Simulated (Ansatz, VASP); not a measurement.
Given: the input of a run of Ansatz 0.2.0 on Au.

Contents of input.yaml:

```yaml
crystal:
  lattice:
    - [2.74841, 0.0, 0.0]
    - [0.0, 2.74841, 0.0]
    - [0.0, 0.0, 2.74841]
  atoms:
    - { symbol: Au, position: [0.5, 0.5, 0.5] }
hamiltonian:
  xc: pbe
  pseudopotentials: { kind: paw }
  dispersion: d4
kpoints:
  mp_grid: { grid: [10, 10, 10] }
scf:
  occupations: { method: fermi_dirac, width: 0.05 }
output:
  forces: true
  stress: true
  eigenvalues: true
relax:
  f_tol: 0.01
  max_steps: 40
  cell: { stress_tol: 0.05 }
```

Potentials or basis: Ansatz PAW.

Run with:

```sh
$ ansatz run input.yaml --threads 2 --pin off --max-ram 5632MiB --backend cpu --events-out ev --progress --plain --runs-dir out
```

Q: Set up the same calculation for VASP 6.6.1. Potentials there: VASP PAW PBE potentials, release 64 (Au).

A: As run (the cutoff follows the program's own potentials):

INCAR

```
PREC = Accurate
ENCUT = 600
EDIFF = 1E-7
ISMEAR = -1
SIGMA = 0.05
LREAL = F
LASPH = T
NELM = 80
ALGO = Normal
ISIF = 3
LWAVE = F
LCHARG = F
GGA = PE
IVDW = 13
IBRION = 2
NSW = 60
EDIFFG = -0.01
```

The input KPOINTS:

```
Automatic mesh
0
Gamma
  10 10 10
```

File POSCAR:

```
Au
1.0
    2.7484100000      0.0000000000      0.0000000000
    0.0000000000      2.7484100000      0.0000000000
    0.0000000000      0.0000000000      2.7484100000
Au
1
Direct
    0.5000000000      0.5000000000      0.5000000000
```

Potentials or basis: VASP PAW PBE potentials, release 64 (Au).

Launch:

```console
$ cat potpaw_PBE.64/Au/POTCAR > POTCAR
$ mpirun -np 1 vasp_std > vasp.out
```

Both were run:

|  | VASP | Ansatz | Ansatz less VASP |
| --- | --- | --- | --- |
| gap on the k mesh at the Fermi level, each at its own relaxed structure (eV) | none | none | - |
| relaxed volume (Å³/atom) | 20.02 | 20.03 | +0.008 |
| relaxed cell length with the largest relative difference (Å) | 2.715 | 2.716 | +0.0004 |

A gap of «none» marks a metal or a gap that the smearing closes. VASP's potentials hold 11 valence electrons a cell and Ansatz's 19, so a difference there can come from the potentials and not from the codes.

Spin-orbit coupling is off throughout. Noted on Ansatz's run: the plane-wave basis is chosen anew once the cell has moved, so the energies of steps on either side of that aren't comparable.
